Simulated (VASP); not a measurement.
# Te (Im-3m) in VASP: notebook

The runs below take Te through single point, with PBE+D3(BJ).

All numbers are computed with VASP 6.6.1; they aren't measurements. Logs are shortened: lines on timing, memory, paths and dates and some standing lists are left out, and cuts for length are marked.

## Step 1: The cell of the first run

Symmetry: Im-3m, No. 229, cubic system. The conventional cell has a = 3.740 Å, b = 3.740 Å, c = 3.740 Å, α = 90.00°, β = 90.00°, γ = 90.00°. Te (site symmetry m-3m) has 14 Te at 3.24 to 3.74 Å within 4.3 Å.

This isn't the form of Te at room conditions, which is trigonal, of chains.

## Step 2: Single point, PBE+D3(BJ)

Contents of INCAR:

```
PREC = Accurate ; ENCUT = 500
EDIFF = 1E-6 ; ISMEAR = -1
SIGMA = 0.05 ; LREAL = False
LASPH = True ; NELM = 120
ALGO = Normal ; ISIF = 2
LWAVE = False ; LCHARG = False
GGA = PE ; IVDW = 12
NBANDS = 9 ; GGA_COMPAT = False
```

Contents of KPOINTS:

```
regular mesh
0
Gamma
  15 15 15
```

Contents of POSCAR:

```
Te
1.0
   -1.8700000000      1.8700000000      1.8700000000
    1.8700000000     -1.8700000000      1.8700000000
    1.8700000000      1.8700000000     -1.8700000000
Te
1
Direct
    0.0000000000      0.0000000000      0.0000000000
```

Potentials or basis: VASP PAW PBE potentials, release 64 (Te).

Started as:

```sh
cat potpaw_PBE.64/Te/POTCAR > POTCAR
mpirun -np 1 vasp_std > vasp.out
```

OUTCAR:

```text
PREC = Accurate
   ENCUT = 500
   EDIFF = 1E-6
   ISMEAR = -1
   LREAL = False
   LASPH = True
   NELM = 120
   ISIF = 2
   GGA = PE
   IVDW = 12
 IVDW          = 12

 ion  position               nearest neighbor table
   1  0.000  0.000  0.000-

  LATTYP: Found a body centered cubic cell.
 ALAT       =     3.7400000000

  Lattice vectors:

 A1 = (  -1.8700000000,   1.8700000000,   1.8700000000)
 A2 = (   1.8700000000,  -1.8700000000,   1.8700000000)
 A3 = (   1.8700000000,   1.8700000000,  -1.8700000000)

Analysis of symmetry for initial positions (statically):
=====================================================================
 Subroutine PRICEL returns:
 Original cell was already a primitive cell.

 Routine SETGRP: Setting up the symmetry group for a
 body centered cubic supercell.

 Subroutine GETGRP returns: Found 48 space group operations
 (whereof 48 operations were pure point group operations)
 out of a pool of 48 trial point group operations.

The static configuration has the point symmetry O_h .

Analysis of symmetry for dynamics (positions and initial velocities):
=====================================================================
 Subroutine PRICEL returns:
 Original cell was already a primitive cell.

 Routine SETGRP: Setting up the symmetry group for a
 body centered cubic supercell.

 Subroutine GETGRP returns: Found 48 space group operations
 (whereof 48 operations were pure point group operations)
 out of a pool of 48 trial point group operations.

The dynamic configuration has the point symmetry O_h .

 Subroutine INISYM returns: Found 48 space group operations
 (whereof 48 operations are pure point group operations),
 and found     1 'primitive' translations

----------------------------------------------------------------------------------------

                                     Primitive cell

  volume of cell :      26.1568

  direct lattice vectors                    reciprocal lattice vectors
    -1.870000000  1.870000000  1.870000000     0.000000000  0.267379679  0.267379679
     1.870000000 -1.870000000  1.870000000     0.267379679  0.000000000  0.267379679
     1.870000000  1.870000000 -1.870000000     0.267379679  0.267379679  0.000000000

  length of vectors
     3.238935010  3.238935010  3.238935010     0.378131969  0.378131969  0.378131969
[... 78 lines left out ...]
   NELM   =    120;   NELMIN=  2; NELMDL= -5     # of ELM steps
   EDIFF  = 0.1E-05   stopping-criterion for ELM
   LREAL  =      F    real-space projection
   EDIFFG = 0.1E-04   stopping-criterion for IOM
   NSW    =      0    number of steps for IOM
   IBRION =     -1    ionic relax: 0-MD 1-quasi-New 2-CG
   NFREE  =      0    steps in history (QN), initial steepest desc. (CG)
   ISIF   =      2    stress and relaxation
   ISYM   =      2    0-nonsym 1-usesym 2-fastsym
   POTIM  = 0.5000    time-step for ionic-motion
   TEBEG  =    0.0;   TEEND  =   0.0 temperature during run
   PSTRESS=    0.0 pullay stress
   NELECT =       6.0000    total number of electrons
   NUPDOWN=      -1.0000    fix difference up-down
   EMIN   =  10.00;   EMAX   =-10.00  energy-range for DOS
   EFERMI =   0.00;   METHOD = LEGACY
   ISMEAR =    -1;   SIGMA  =   0.05  broadening in eV -4-tet -1-fermi 0-gaus
   EFERMI_NEDOS =   21; number of points for ismear=-14 and -15
   IALGO  =     38    algorithm
   IMIX   =      4    mixing-type and parameters
     AMIX     =   0.40;   BMIX     =  1.00
     AMIX_MAG =   1.60;   BMIX_MAG =  1.00
  volume/ion in A,a.u.               =      26.16       176.51
  Fermi-wavevector in a.u.,A,eV,Ry     =   1.002144  1.893778 13.664242  1.004293
  Thomas-Fermi vector in A             =   2.134613
   LORBIT       =      0    0 simple, 1 ext, 2 COOP (PROOUT), +10 PAW based schemes
   GGA     = PE    functional components
   LHFCALC =     F    Hartree Fock is set to
   AEXX    =    0.0000 exact exchange contribution
   IVDW    =    12    specifies the selected vdW correction
   LEPSILON=     F    determine dielectric tensor
   LRPA    =     F    only Hartree local field effects (RPA)
 non-spin polarized calculation
  energy-cutoff  :      500.00
  volume of cell :       26.16
 maximum number of plane-waves:       682
   NGX = 11   NGY = 11   NGZ = 11

 number of electron       6.0000000 magnetization

 Free energy of the ion-electron system (eV)
  ---------------------------------------------------
  ext. energy  EPLUGINS =         0.00000000
  ---------------------------------------------------
  free energy    TOTEN  =        -2.78970074 eV

  energy without entropy =       -2.78067588  energy(sigma->0) =       -2.78518831

 E-fermi :   9.1021     XC(G=0): -10.4602

 val. band max:        9.1002580113   @ k =  -0.2667   0.2667   0.2000
 cond. band min:       9.1137312662   @ k =   0.1333   0.1333   0.1333
 fundamental gap:      0.0134732549
 Fermi energy:         9.1020828535

 k-point     1 :       0.0000    0.0000    0.0000
  band No.  band energies     occupation
      1      -5.5048      2.00000
      2      12.5179      0.00000
      3      12.5179      0.00000
      4      12.5179      0.00000
      5      19.1323      0.00000
      6      19.1323      0.00000
      7      19.1323      0.00000
      8      19.9566      0.00000
      9      20.9320      0.00000
[... 265 lines left out ...]
 k-point    24 :       0.4000    0.2000    0.0000
  band No.  band energies     occupation
      1      -1.6197      2.00000
      2       3.1673      2.00000
      3       6.4345      2.00000
      4      10.2112      0.00000
      5      16.1628      0.00000
      6      18.8198      0.00000
      7      21.1583      0.00000
      8      21.2896      0.00000
      9      26.9616      0.00000

 [... further k-points ...]

------------------------ aborting loop because EDIFF is reached ----------------------------------------

 Edisp (eV)   -0.55797

 E8    (eV) :    -0.2540

  FORCE on cell =-STRESS in cart. coord.  units (eV):
  Direction    XX          YY          ZZ          XY          YZ          ZX
  --------------------------------------------------------------------------------------
  -------------------------------------------------------------------------------------
  Total       0.39430     0.39430     0.39430     0.00000     0.00000     0.00000
  in kB      24.15178    24.15178    24.15178     0.00000     0.00000     0.00000
  external pressure =       24.15 kB  Pullay stress =        0.00 kB

 VOLUME and BASIS-vectors are now :
 -----------------------------------------------------------------------------
  energy-cutoff  :      500.00
  volume of cell :       26.16
      direct lattice vectors                 reciprocal lattice vectors
    -1.870000000  1.870000000  1.870000000     0.000000000  0.267379679  0.267379679
     1.870000000 -1.870000000  1.870000000     0.267379679  0.000000000  0.267379679
     1.870000000  1.870000000 -1.870000000     0.267379679  0.267379679  0.000000000

 POSITION                                       TOTAL-FORCE (eV/Angst)
 -----------------------------------------------------------------------------------
      0.00000      0.00000      0.00000         0.000000      0.000000     -0.000000
 -----------------------------------------------------------------------------------
    total drift:                                0.000000     -0.000000      0.000000

  FREE ENERGIE OF THE ION-ELECTRON SYSTEM (eV)
  ---------------------------------------------------
  free  energy   TOTEN  =        -3.3476737258 eV

  energy  without entropy=       -3.3386488750  energy(sigma->0) =       -3.34316130
```

stdout:

```text
POSCAR found type information on POSCAR Te
 POSCAR found :  1 types and       1 ions
 scaLAPACK will be used
 LDA part: xc-table for (Slater+PW92), standard interpolation
 POSCAR, INCAR and KPOINTS ok, starting setup
 FFT: planning ... GRIDC
 FFT: planning ... GRID_SOFT
 FFT: planning ... GRID
 WAVECAR not read
 entering main loop
```

It took 14 s on 1 thread of Intel Xeon Platinum 8259CL at 2.50GHz (Skylake/Cascade Lake), shared host; peak memory 0.16 GiB.

Results:

| Property | Result |
| --- | --- |
| Free energy | -3.3477 eV |
| Pressure | 2.4 GPa |
| Band gap on the k mesh | zero (bands 3 and 4 overlap by 6.66 eV) |
| Dispersion energy per atom | -0.558 eV |

Caveat: three body term missing; spin-orbit coupling is left out, which moves the levels of the heavy elements.

## Step 3: Single point, PBE+D3(BJ)

This run uses another cell than the first one, of 27.31 Å³/atom.

Contents of INCAR:

```
SYSTEM = Te
PREC = Accurate
ENCUT = 500
EDIFF = 1E-6
ISMEAR = -1
SIGMA = 0.05
LREAL = .False.
LASPH = .True.
NELM = 120
ALGO = Normal
ISIF = 2
LWAVE = .False.
LCHARG = .False.
GGA = PE
IVDW = 12
NBANDS = 9
GGA_COMPAT = .False.
```

Contents of KPOINTS:

```
Automatic mesh
0
Gamma
  15 15 15
  0 0 0
```

Contents of POSCAR:

```
Te
1.0
   -1.8971943332      1.8971943332      1.8971943332
    1.8971943332     -1.8971943332      1.8971943332
    1.8971943332      1.8971943332     -1.8971943332
Te
1
Direct
    0.0000000000      0.0000000000      0.0000000000
```

Potentials or basis: VASP PAW PBE potentials, release 64 (Te).

Started as:

```sh
cat potpaw_PBE.64/Te/POTCAR > POTCAR
mpirun -np 1 vasp_std > vasp.out
```

OUTCAR:

```text
SYSTEM = Te
   PREC = Accurate
   ENCUT = 500
   EDIFF = 1E-6
   ISMEAR = -1
   LREAL = .False.
   LASPH = .True.
   NELM = 120
   ISIF = 2
   GGA = PE
   IVDW = 12
 IVDW          = 12

 ion  position               nearest neighbor table
   1  0.000  0.000  0.000-

  LATTYP: Found a body centered cubic cell.
 ALAT       =     3.7943886664

  Lattice vectors:

 A1 = (  -1.8971943332,   1.8971943332,   1.8971943332)
 A2 = (   1.8971943332,  -1.8971943332,   1.8971943332)
[... 465 lines left out ...]
      8      20.5265      0.00000
      9      26.0078      0.00000

 [... further k-points ...]

------------------------ aborting loop because EDIFF is reached ----------------------------------------

 Edisp (eV)   -0.53489

 E8    (eV) :    -0.2439

  FORCE on cell =-STRESS in cart. coord.  units (eV):
  Direction    XX          YY          ZZ          XY          YZ          ZX
  --------------------------------------------------------------------------------------
  -------------------------------------------------------------------------------------
  Total      -0.07640    -0.07640    -0.07640    -0.00000    -0.00000     0.00000
  in kB      -4.48163    -4.48163    -4.48163    -0.00000    -0.00000     0.00000
  external pressure =       -4.48 kB  Pullay stress =        0.00 kB

 VOLUME and BASIS-vectors are now :
 -----------------------------------------------------------------------------
  energy-cutoff  :      500.00
  volume of cell :       27.31
      direct lattice vectors                 reciprocal lattice vectors
    -1.897194333  1.897194333  1.897194333     0.000000000  0.263547066  0.263547066
     1.897194333 -1.897194333  1.897194333     0.263547066  0.000000000  0.263547066
     1.897194333  1.897194333 -1.897194333     0.263547066  0.263547066  0.000000000

 POSITION                                       TOTAL-FORCE (eV/Angst)
 -----------------------------------------------------------------------------------
      0.00000      0.00000      0.00000         0.000000     -0.000000      0.000000
 -----------------------------------------------------------------------------------
    total drift:                                0.000000     -0.000000      0.000000

  FREE ENERGIE OF THE ION-ELECTRON SYSTEM (eV)
  ---------------------------------------------------
  free  energy   TOTEN  =        -3.3543623891 eV

  energy  without entropy=       -3.3452430825  energy(sigma->0) =       -3.34980274
```

stdout:

```text
POSCAR found type information on POSCAR Te
 POSCAR found :  1 types and       1 ions
 scaLAPACK will be used
 LDA part: xc-table for (Slater+PW92), standard interpolation
 POSCAR, INCAR and KPOINTS ok, starting setup
 FFT: planning ... GRIDC
 FFT: planning ... GRID_SOFT
 FFT: planning ... GRID
 WAVECAR not read
 entering main loop
```

Wall time 18 s (1 thread of Intel Xeon Platinum 8259CL at 2.50GHz (Skylake/Cascade Lake), shared host); peak memory 0.16 GiB.

What came out:

```
Free energy                : -3.3544 eV
Pressure                   : -0.4 GPa
Band gap on the k mesh     : zero (bands 3 and 4 overlap by 6.25 eV)
Dispersion energy per atom : -0.535 eV
```

Caveat: three body term missing; spin-orbit coupling is left out, which moves the levels of the heavy elements.
